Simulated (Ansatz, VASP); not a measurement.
**One calculation of Sc, two programs**

```
CELL_PARAMETERS angstrom
-1.80746 1.80746 1.80746
1.80746 -1.80746 1.80746
1.80746 1.80746 -1.80746
ATOMIC_POSITIONS crystal
Sc 0.00000 0.00000 0.00000
```

Alike in both runs: task single point; functional revPBE; k mesh 13 × 13 × 13; occupations fermi-dirac, width 0.1 eV; no spin polarisation.

|  | VASP | Ansatz |
| --- | --- | --- |
| version | VASP 6.6.1 | Ansatz 0.2.0 |
| potentials or method | VASP PAW PBE potentials, release 64 (Sc_sv), cutoff 520 eV | plane waves (420 eV) with PAW, scalar-relativistic |
| valence electrons in the cell | 11 | 11 |

```tsv
	VASP	Ansatz	Ansatz less VASP
pressure (GPa)	4.8	4.8	-0.05
```

VASP's potentials were made for PBE, not for revPBE.
